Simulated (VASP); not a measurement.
Set up this calculation in VASP 6.6.1, as the native input.

```yaml
Task: relaxation of cell and atoms
Functional: PBE
Dispersion: D3(BJ)
Potentials_or_basis: VASP PAW PBE potentials, release 64 (O)
Cutoff: 600 eV
k_mesh: 9 × 9 × 9
Occupations: gaussian, width 0.1 eV
Spin: collinear spin, ferromagnetic start
Starting_moments: "[0.58, 0.58] μB"
Dipole_correction: no
Further_INCAR_settings: ALGO = Normal; EDIFF = 1e-06; IBRION = 2; EDIFFG = -0.05; NSW = 100; ISIF = 3
```

The structure of O lies in POSCAR:

```
O
1.0
    1.4233490221      0.8217709410      3.4083000000
   -1.4233490221      0.8217709410      3.4083000000
    0.0000000000     -1.6435418821      3.4083000000
O
2
Direct
    0.0577000000      0.0577000000      0.0577000000
    0.9423000000      0.9423000000      0.9423000000
```

One way to write it, as run:

INCAR

```
SYSTEM = O
ALGO = Normal
EDIFF = 1E-6
EDIFFG = -0.05
ENCUT = 600
GGA = PE
IBRION = 2
ISIF = 3
ISMEAR = 0
ISPIN = 2
IVDW = 12
LASPH = .TRUE.
LCHARG = .FALSE.
LORBIT = 11
LREAL = .FALSE.
LWAVE = .FALSE.
MAGMOM = 0.58 0.58
NELM = 150
NSW = 100
PREC = Accurate
SIGMA = 0.1
```

KPOINTS

```
k-points
0
G
  9 9 9
  0 0 0
```

Potentials or basis: VASP PAW PBE potentials, release 64 (O).

Launch:

```sh
$ cat potpaw_PBE.64/O/POTCAR > POTCAR
$ mpirun -np 1 vasp_std > vasp.out
```

Results of the run:

```json
{
 "Relaxed volume": "16.81 Å³/atom",
 "Relaxed cell": "a = 4.120 Å, b = 4.120 Å, c = 4.120 Å, α = 46.52°, β = 46.52°, γ = 46.52°",
 "Space group after relaxing (to 0.1 Å)": "R-3m (No. 166)",
 "Pressure after relaxing": "0.0 GPa",
 "Largest force after relaxing": "0.025 eV/Å",
 "Band gap on the k mesh": "1.18 eV (least direct gap 1.25 eV)",
 "Net moment": "2.00 μB per cell",
 "Site moments": "O +0.81 μB",
 "Valence electrons inside the program's atomic spheres": "O 4.90",
 "Dispersion energy per atom": "-0.048 eV"
}
```

Caveat: the standard files for N, O and F lose accuracy on very short bonds; the volume moved by over 15 % at a fixed basis, so the end points are rough; the relaxation stopped at a loose force limit of 0.05 eV/Å, so its end isn't a converged minimum.

Run time: 4.4 min on 1 thread of Intel(R) Xeon(R) 6975P-C (Granite Rapids), with other jobs on the host, peak memory 0.21 GiB.
